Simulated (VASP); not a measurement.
Runs of VASP 6.6.1 on PtS2. The structure is trigonal, space group P-3m1 (No. 164). Conventional cell: a = 3.553 Å, b = 3.553 Å, c = 5.123 Å, α = 90.00°, β = 90.00°, γ = 120.00°. Within 3.2 Å of Pt (site symmetry -3m) lie 6 S at 2.39 Å. S (site symmetry 3m) has 3 Pt at 2.39 Å and 3 S at 3.20 Å within 3.2 Å. 

```tsv
level	smearing	share of exact exchange	screening parameter	gap on the mesh (eV)	pressure (GPa)	largest force (eV/Å)
HSE06	gaussian 0.01 eV	0.25	0.2079 1/Å	1.42	-1.4	0.40
HSE06	gaussian 0.2 eV	0.25	0.2079 1/Å	1.42	-1.4	0.40
PBE-based screened hybrid with 10 % exact exchange	gaussian 0.01 eV	0.1	0.1 1/Å	(a)	1.2	0.15
PBE-based screened hybrid with 75 % exact exchange	gaussian 0.01 eV	0.75	0.2078 1/Å	2.97	-10.2	1.21
```

Alike in all rows: task single point; potentials or basis VASP PAW PBE potentials, release 64 (Pt, S); no spin polarisation; cell as given; k mesh 6 × 6 × 2; cutoff (eV) 520.

Task: Fill in the values left out.

Result: (a) 1.16.

Caveats: all runs use coarse meshes; the PAW data sets were made with another functional, which shifts forces and pressure a little; spin-orbit coupling is left out, which moves the levels of the heavy elements.

A k mesh can miss the band edges, and the runs leave out spin-orbit coupling on Pt.
